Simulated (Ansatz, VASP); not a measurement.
## Two plane-wave programs on Ca3Si2N

```
CELL_PARAMETERS angstrom
5.36819 0.00000 0.00000
0.00000 5.36819 0.00000
0.00000 0.00000 7.39822
ATOMIC_POSITIONS crystal
Ca 0.00000 0.50000 0.50000
Ca 0.50000 0.00000 0.50000
Ca 0.00000 0.00000 0.50000
Si 0.00000 0.00000 0.85335
Si 0.00000 0.00000 0.14665
N 0.50000 0.50000 0.50000
```

Alike in both runs: functional PBE; k mesh 4 × 4 × 4; occupations gaussian, width 0.1 eV; no spin polarisation.

Ansatz relaxed the structure, and its values are those at the end. VASP's run is a single point on that final structure, the one shown.

|  | VASP | Ansatz |
| --- | --- | --- |
| version | VASP 6.6.1 | Ansatz 0.2.0 |
| potentials or method | VASP PAW PBE potentials, release 64 (Ca_sv, Si, N), cutoff 520 eV | scalar-relativistic, plane waves, PAW |
| valence electrons in the cell | 43 | 43 |

|  | VASP | Ansatz | Ansatz less VASP |
| --- | --- | --- | --- |
| gap on the k mesh at the Fermi level (eV) | none | none | - |
| pressure (GPa) | 0.2 | 0.1 | -0.08 |
| rms of the force components (eV/Å) | 0.008 | 0.001 | -0.0063 |

A gap of «none» marks a metal or a gap that the smearing closes. With one functional, cell and mesh, what is left measures potentials, basis and numerics.
